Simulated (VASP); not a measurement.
Write the native input for VASP 6.6.1 that does the following.

```
Task                   : single point
Functional             : LDA
Potentials or basis    : VASP PAW LDA potentials, release 64 (Re)
Cutoff                 : 520 eV
k mesh                 : 11 × 11 × 11
Occupations            : fermi-dirac, width 0.1 eV
Spin                   : no spin polarisation
Dipole correction      : no
Further INCAR settings : ALGO = Normal; EDIFF = 1e-06; NBANDS = 14
```

The structure of Re lies in POSCAR:

```
Re
1.0
    0.0000000000      2.8531028786      2.8531028786
    2.8531028786      0.0000000000      2.8531028786
    2.8531028786      2.8531028786      0.0000000000
Re
2
Direct
    0.1250000000      0.1250000000      0.1250000000
    0.8750000000      0.8750000000      0.8750000000
```

This isn't the form of Re at room conditions, which is hcp.

These files were run (other wordings do the same):

INCAR

```
PREC = Accurate ; ENCUT = 520
EDIFF = 1E-6 ; ISMEAR = -1
SIGMA = 0.1 ; LREAL = False
LASPH = True ; NELM = 100
ALGO = Normal ; ISIF = 2
LWAVE = False ; LCHARG = False
GGA = CA ; NBANDS = 14
```

KPOINTS

```
Automatic mesh
0
Gamma
  11 11 11
```

Potentials or basis: VASP PAW LDA potentials, release 64 (Re).

Command:

```bash
$ cat potpaw_LDA.64/Re/POTCAR > POTCAR
$ mpirun -np 1 vasp_std > vasp.out
```

It gave:

```
Pressure               : -14.1 GPa
Band gap on the k mesh : zero (bands 7 and 8 overlap by 1.09 eV)
```

Caveat: the cell stands under tension; spin-orbit coupling is left out, which moves the levels of the heavy elements.

It took 26 s on 1 thread of Intel(R) Xeon(R) Platinum 8488C (Sapphire Rapids) (shared host), peak memory 0.16 GiB.
